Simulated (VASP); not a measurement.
# SiSn2O2 in VASP: notebook

SiSn2O2 is run at these levels: PBE+D3(BJ); tasks: single point.

Everything below comes from runs of VASP 6.6.1. Logs are shortened: lines on timing, memory, paths and dates and some standing lists are left out, and cuts for length are marked.

**1. The cell of the first run**

The cell holds a slab with vacuum, 5 atoms: a = 3.820 Å, b = 3.820 Å, c = 17.863 Å, α = 90.00°, β = 90.00°, γ = 90.00°.

**2. Single point, PBE+D3(BJ), collinear spin**

Input file INCAR:

```
  ALGO = Normal
  DIPOL = 0.5 0.5 0.332
  EDIFF = 1E-6
  ENCUT = 520
  GGA = PE
  IDIPOL = 3
  ISIF = 2
  ISMEAR = 0
  ISPIN = 2
  IVDW = 12
  LASPH = T
  LCHARG = T
  LDIPOL = T
  LELF = T
  LORBIT = 11
  LREAL = F
  LVACPOTAV = T
  LVHAR = T
  LWAVE = F
  MAGMOM = 0 0 0 0 2
  NBANDS = 34
  NELM = 150
  PREC = Accurate
  SIGMA = 0.05
```

Input file KPOINTS:

```
k-points
0
Gamma
  7 7 1
```

Input file POSCAR:

```
SiSn2O2
1.0
    3.8201711355      0.0000000000      0.0000000000
    0.0000000000      3.8201711355      0.0000000000
    0.0000000000      0.0000000000     17.8630357197
Sn O Si
2 2 1
Direct
    0.5000000000      0.0000000000      0.2239261043
    0.0000000000      0.5000000000      0.3562124501
    0.0000000000      0.0000000000      0.2900692772
    0.5000000000      0.5000000000      0.2900692772
    0.0000000000      0.5000000000      0.5001961937
```

Potentials or basis: VASP PAW PBE potentials, release 64 (Sn_d, O, Si).

Started as:

```console
cat potpaw_PBE.64/Sn_d/POTCAR potpaw_PBE.64/O/POTCAR potpaw_PBE.64/Si/POTCAR > POTCAR
mpirun -np 1 vasp_std > vasp.out
```

OUTCAR:

```text
EDIFF = 1E-6
   ENCUT = 520
   GGA = PE
   ISIF = 2
   ISMEAR = 0
   ISPIN = 2
   IVDW = 12
   LASPH = T
   LORBIT = 11
   LREAL = F
   NELM = 150
   PREC = Accurate
 IVDW          = 12

 ion  position               nearest neighbor table
   1  0.500  0.000  0.224-   3 2.25   4 2.25   4 2.25   3 2.25   2 3.59   2 3.59   2 3.59   2 3.59

   2  0.000  0.500  0.356-   3 2.25   4 2.25   3 2.25   4 2.25   5 2.57   1 3.59   1 3.59   1 3.59
                             1 3.59
   3  0.000  0.000  0.290-   1 2.25   1 2.25   2 2.25   2 2.25
   4  0.500  0.500  0.290-   1 2.25   1 2.25   2 2.25   2 2.25
   5  0.000  0.500  0.500-   2 2.57

  LATTYP: Found a simple tetragonal cell.
 ALAT       =     3.8201711355
 C/A-ratio  =     4.6759778780

  Lattice vectors:

 A1 = (   3.8201711355,   0.0000000000,   0.0000000000)
 A2 = (   0.0000000000,   3.8201711355,   0.0000000000)
 A3 = (   0.0000000000,   0.0000000000,  17.8630357197)

Analysis of symmetry for initial positions (statically):
=====================================================================
 Subroutine PRICEL returns:
 Original cell was already a primitive cell.

 Routine SETGRP: Setting up the symmetry group for a
 simple tetragonal supercell.

 Subroutine GETGRP returns: Found  8 space group operations
 (whereof  4 operations were pure point group operations)
 out of a pool of 16 trial point group operations.

The static configuration has the point symmetry C_2v.
 The point group associated with its full space group is C_4v.

Analysis of symmetry for dynamics (positions and initial velocities):
=====================================================================
 Subroutine PRICEL returns:
 Original cell was already a primitive cell.

 Routine SETGRP: Setting up the symmetry group for a
 simple tetragonal supercell.

 Subroutine GETGRP returns: Found  8 space group operations
 (whereof  4 operations were pure point group operations)
 out of a pool of 16 trial point group operations.

The dynamic configuration has the point symmetry C_2v.
 The point group associated with its full space group is C_4v.

Analysis of structural, dynamic, and magnetic symmetry:
=====================================================================
 Subroutine PRICEL returns:
 Original cell was already a primitive cell.

 Routine SETGRP: Setting up the symmetry group for a
 simple tetragonal supercell.

[... 129 lines left out ...]
  energy-cutoff  :      520.00
  volume of cell :      260.69
 maximum number of plane-waves:      7046
   NGX = 15   NGY = 15   NGZ = 67

 dipolmoment           0.000000      0.000000     -0.009572 electrons x Angstroem

 number of electron      43.9999985 magnetization       0.0006291

 number of electron      43.9999985 magnetization      -0.0008028

 dipolmoment           0.000000      0.000000      0.096956 electrons x Angstroem

 Free energy of the ion-electron system (eV)
  ---------------------------------------------------
  ext. energy  EPLUGINS =         0.00000000
  ---------------------------------------------------
  free energy    TOTEN  =       -25.53487178 eV

  energy without entropy =      -25.53190897  energy(sigma->0) =      -25.53339037

 E-fermi :   0.0854     XC(G=0):  -4.5254

 val. band max:        0.0192853355   @ k =   0.2857   0.2857   0.0000
 cond. band min:       0.1233130165   @ k =   0.4286   0.2857   0.0000
 fundamental gap:      0.1040276810
 Fermi energy:         0.0854237376

 spin component 1

 k-point     1 :       0.0000    0.0000    0.0000
  band No.  band energies     occupation
      1     -22.6833      1.00000
      2     -22.3516      1.00000
      3     -22.3302      1.00000
      4     -22.3302      1.00000
      5     -22.3166      1.00000
      6     -22.3021      1.00000
[... 359 lines left out ...]
     33       6.9350      0.00000
     34       7.2907      0.00000
 Fermi energy:         0.0854237376

 spin component 2

 k-point     1 :       0.0000    0.0000    0.0000
  band No.  band energies     occupation
      1     -22.6833      1.00000
      2     -22.3516      1.00000
      3     -22.3302      1.00000
      4     -22.3302      1.00000
      5     -22.3166      1.00000
      6     -22.3021      1.00000
[... 359 lines left out ...]
     33       6.9385      0.00000
     34       7.2920      0.00000

------------------------ aborting loop because EDIFF is reached ----------------------------------------

 Edisp (eV)   -0.85803

 E8    (eV) :    -0.3793

  FORCE on cell =-STRESS in cart. coord.  units (eV):
  Direction    XX          YY          ZZ          XY          YZ          ZX
  --------------------------------------------------------------------------------------
  -------------------------------------------------------------------------------------
  Total      -3.02203    -3.02203    -0.24844     0.00000     0.00000     0.00000
  in kB     -18.57326   -18.57326    -1.52691     0.00000     0.00000     0.00000
  external pressure =      -12.89 kB  Pullay stress =        0.00 kB

 VOLUME and BASIS-vectors are now :
 -----------------------------------------------------------------------------
  energy-cutoff  :      520.00
  volume of cell :      260.69
      direct lattice vectors                 reciprocal lattice vectors
     3.820171135  0.000000000  0.000000000     0.261768378  0.000000000  0.000000000
     0.000000000  3.820171135  0.000000000     0.000000000  0.261768378  0.000000000
     0.000000000  0.000000000 17.863035720     0.000000000  0.000000000  0.055981526

 POSITION                                       TOTAL-FORCE (eV/Angst)
 -----------------------------------------------------------------------------------
      1.91009      0.00000      4.00000         0.000000      0.000000     -0.023968
      0.00000      1.91009      6.36304         0.000000      0.000000     -0.067247
      0.00000      0.00000      5.18152         0.000000      0.000000      0.061291
      1.91009      1.91009      5.18152         0.000000      0.000000      0.061291
      0.00000      1.91009      8.93502         0.000000      0.000000     -0.031367
 -----------------------------------------------------------------------------------
    total drift:                                0.000000      0.000000      0.001426

  FREE ENERGIE OF THE ION-ELECTRON SYSTEM (eV)
  ---------------------------------------------------
  free  energy   TOTEN  =       -26.3929036914 eV

  energy  without entropy=      -26.3899408759  energy(sigma->0) =      -26.39142228

 vacuum level on the upper side and lower side of the slab         4.526         3.324

 total charge

# of ion       s       p       d       tot
------------------------------------------
    1        1.280   0.766  10.054  12.100
    2        1.159   0.873  10.091  12.122
    3        1.579   3.419   0.000   4.998
    4        1.579   3.419   0.000   4.998
    5        0.936   0.567   0.000   1.503
--------------------------------------------------
tot          6.534   9.043  20.145  35.722

 magnetization (x)

# of ion       s       p       d       tot
------------------------------------------
    1        0.000  -0.000  -0.000  -0.000
    2        0.000  -0.000  -0.000  -0.000
    3       -0.000  -0.000   0.000  -0.000
    4       -0.000  -0.000   0.000  -0.000
    5       -0.000  -0.000   0.000  -0.000
--------------------------------------------------
tot         -0.000  -0.000  -0.000  -0.000
```

OSZICAR:

```text
N       E                     dE             d eps       ncg     rms          rms(c)
DAV:   1     0.402585697843E+03    0.40259E+03   -0.20071E+04  1464   0.125E+03
DAV:   2     0.418250428242E+02   -0.36076E+03   -0.33913E+03  1496   0.329E+02
DAV:   3    -0.250435006368E+02   -0.66869E+02   -0.65308E+02  1688   0.150E+02
[... 25 lines left out ...]
DAV:  29    -0.255348512867E+02   -0.23683E-04   -0.28286E-06  1372   0.604E-03    0.126E-03
DAV:  30    -0.255348663695E+02   -0.15083E-04   -0.85686E-07  1132   0.473E-03    0.851E-04
DAV:  31    -0.255348698069E+02   -0.34374E-05   -0.63341E-07  1192   0.276E-03    0.406E-04
DAV:  32    -0.255348712827E+02   -0.14758E-05   -0.13700E-07  1102   0.180E-03    0.326E-04
DAV:  33    -0.255348717821E+02   -0.49936E-06   -0.43362E-08  1112   0.910E-04
   1 F= -.26392904E+02 E0= -.26391422E+02  d E =-.296282E-02  mag=    -0.0005
```

stdout:

```text
POSCAR found type information on POSCAR SnO Si
 POSCAR found :  3 types and       5 ions
 scaLAPACK will be used
 LDA part: xc-table for (Slater+PW92), standard interpolation
 POSCAR, INCAR and KPOINTS ok, starting setup
 FFT: planning ... GRIDC
 FFT: planning ... GRID_SOFT
 FFT: planning ... GRID
 WAVECAR not read
 entering main loop
 -----------------------------------------------------------------------------
|                                                                             |
|           W    W    AA    RRRRR   N    N  II  N    N   GGGG   !!!           |
|           W    W   A  A   R    R  NN   N  II  NN   N  G    G  !!!           |
|           W    W  A    A  R    R  N N  N  II  N N  N  G       !!!           |
|           W WW W  AAAAAA  RRRRR   N  N N  II  N  N N  G  GGG   !            |
|           WW  WW  A    A  R   R   N   NN  II  N   NN  G    G                |
|           W    W  A    A  R    R  N    N  II  N    N   GGGG   !!!           |
|                                                                             |
|     Did not find any points to average over, which means that no vacuum     |
|     field-free region was found. Please increase the size of  your cell     |
|     in the dimension of the dipole correction to obtain accurate            |
|     workfunction values.                                                    |
|                                                                             |
 -----------------------------------------------------------------------------
```

It took 4.2 min on 1 thread of AMD EPYC 9R14 (Zen 4), shared host; peak memory 0.44 GiB.

What came out:

* Free energy: -26.3929 eV
* Largest force: 0.067 eV/Å
* Band gap on the k mesh: zero (filled and empty bands overlap)
* Net moment: 0.00 μB per cell
* Valence electrons inside the program's atomic spheres: Sn 12.10, 12.12; O 5.00; Si 1.50
* Dispersion energy per atom: -0.172 eV

Forces on the atoms (eV/Å):
```
Sn   0.000  0.000 -0.024
Sn   0.000  0.000 -0.067
O    0.000  0.000  0.061
O    0.000  0.000  0.061
Si   0.000  0.000 -0.031
```

Levels at points of the mesh, in eV from the Fermi level:
Spin up:
| k point | band 19 | band 20 | band 21 | band 22 | band 23 | band 24 | band 25 | band 26 |
| --- | --- | --- | --- | --- | --- | --- | --- | --- |
| (0.00, 0.00, 0.00) | -3.85 | -3.85 | -2.37 | 0.21 | 1.04 | 1.79 | 1.79 | 3.12 |
Spin down:
```
           k point  band 19  band 20  band 21  band 22  band 23  band 24  band 25  band 26
(0.00, 0.00, 0.00)    -3.85    -3.85    -2.37     0.21     1.04     1.79     1.79     3.13
```

Caveat: spin-orbit coupling is left out, which moves the levels of the heavy elements.

**3. Single point, PBE+D3(BJ), collinear spin**

Input file INCAR:

```
  PREC = Accurate
  ENCUT = 520
  EDIFF = 1E-6
  ISMEAR = 0
  SIGMA = 0.05
  LREAL = False
  LASPH = True
  NELM = 150
  ALGO = Normal
  ISIF = 2
  LWAVE = False
  LCHARG = False
  ISPIN = 2
  MAGMOM = 0 0 0 0 2
  LORBIT = 11
  LDIPOL = True
  IDIPOL = 3
  DIPOL = 0.5 0.5 0.323
  GGA = PE
  IVDW = 12
  NBANDS = 34
```

Input file KPOINTS:

```
regular mesh
0
Gamma
  7 7 1
```

Changes to POSCAR since step 2:

```diff
@@ -12,2 +12,2 @@
     0.5000000000      0.5000000000      0.2900692772
-    0.0000000000      0.5000000000      0.5001961937
+    0.5000000000      1.0000000000      0.4545774284
```

Potentials or basis: VASP PAW PBE potentials, release 64 (Sn_d, O, Si).

Started as:

```console
cat potpaw_PBE.64/Sn_d/POTCAR potpaw_PBE.64/O/POTCAR potpaw_PBE.64/Si/POTCAR > POTCAR
mpirun -np 1 vasp_std > vasp.out
```

Run time: 6.4 min. Hardware: 1 thread of AMD EPYC 9R14 (Zen 4), shared host; peak memory 0.44 GiB.

The run converged. Its results:

| Quantity | Value |
| --- | --- |
| Free energy | -26.1529 eV |
| Largest force | 0.490 eV/Å |
| Net moment | 0.68 μB per cell |
| Site moments | Sn +0.01; O +0.02; Si +0.18 μB |
| Valence electrons inside the program's atomic spheres | Sn 12.10, 12.04; O 5.00; Si 1.49 |
| Dispersion energy per atom | -0.188 eV |

Forces in eV/Å, atoms in the order of the input:
```
Sn   0.000  0.000 -0.030
Sn   0.000  0.000  0.490
O    0.000  0.000 -0.221
O    0.000  0.000 -0.221
Si   0.000  0.000 -0.017
```

Levels at points of the mesh, in eV from the Fermi level:
Spin up:
| k point | band 18 | band 19 | band 20 | band 21 | band 22 | band 23 | band 24 | band 25 | band 26 | band 27 |
| --- | --- | --- | --- | --- | --- | --- | --- | --- | --- | --- |
| (0.00, 0.00, 0.00) | -3.45 | -3.05 | -3.05 | -1.26 | 0.22 | 0.92 | 0.92 | 1.81 | 3.04 | 3.94 |
Spin down:
| k point | band 17 | band 18 | band 19 | band 20 | band 21 | band 22 | band 23 | band 24 | band 25 | band 26 |
| --- | --- | --- | --- | --- | --- | --- | --- | --- | --- | --- |
| (0.00, 0.00, 0.00) | -4.14 | -3.40 | -3.03 | -3.03 | -1.06 | 0.82 | 1.15 | 1.15 | 1.87 | 3.19 |

Caveat: a moment this small can come from the mesh or the smearing; spin-orbit coupling is left out, which moves the levels of the heavy elements.

The gap in the log of VASP goes by the Fermi energy; the results here count the filled bands.